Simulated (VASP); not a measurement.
## Pb: single point with PBE

Pb:

```xyz
4
Lattice="3.8451 0.0000 0.0000 -1.9226 3.3300 0.0000 0.0000 0.0000 10.5703" Properties=species:S:1:pos:R:3 pbc="T T T"
Pb    0.0000    0.0000    0.0000
Pb    0.0000    0.0000    5.2851
Pb    0.0000    2.2200    0.0529
Pb    1.9226    1.1100    5.3380
```

```json
{
  "Program": "VASP 6.6.1",
  "Task": "single point",
  "Functional": "PBE",
  "Potentials or basis": "VASP PAW PBE potentials, release 64 (Pb_d)",
  "Cutoff": "520 eV",
  "k mesh": "6 × 6 × 2",
  "Occupations": "gaussian, width 0.1 eV",
  "Spin": "no spin polarisation"
}
```

```json
{
  "Pressure": "79.6 GPa",
  "Largest force": "0.993 eV/Å",
  "Band gap on the k mesh": "zero (bands 28 and 29 overlap by 0.87 eV)"
}
```

Forces on the atoms (eV/Å):
```
Pb   0.000  0.000 -0.993
Pb   0.000  0.000 -0.993
Pb   0.000  0.000  0.993
Pb   0.000  0.000  0.993
```

Stress tensor (GPa, compression positive):
```
119.44   0.00   0.00
  0.00 119.44   0.00
  0.00   0.00  -0.11
```

Levels at points of the mesh, in eV from the Fermi level:
| k point | band 25 | band 26 | band 27 | band 28 | band 29 | band 30 | band 31 | band 32 |
| --- | --- | --- | --- | --- | --- | --- | --- | --- |
| (0.00, 0.00, 0.00) | 0.20 | 0.20 | 0.22 | 0.22 | 0.92 | 1.18 | 1.23 | 4.45 |
| (0.50, 0.00, 0.00) | -3.76 | -3.72 | -2.30 | -1.94 | 0.28 | 0.71 | 1.42 | 1.51 |
| (0.00, 0.00, 0.50) | 0.21 | 0.21 | 0.21 | 0.21 | 1.20 | 1.20 | 2.20 | 2.20 |
| (0.50, 0.00, 0.50) | -3.74 | -3.74 | -2.10 | -2.10 | 0.34 | 0.34 | 1.49 | 1.49 |

It took 37 s on 1 thread of Intel(R) Xeon(R) 6975P-C (Granite Rapids), on a shared host, peak memory 0.26 GiB.

Caveat: the cell stands under pressure; spin-orbit coupling is left out, which moves the levels of the heavy elements.
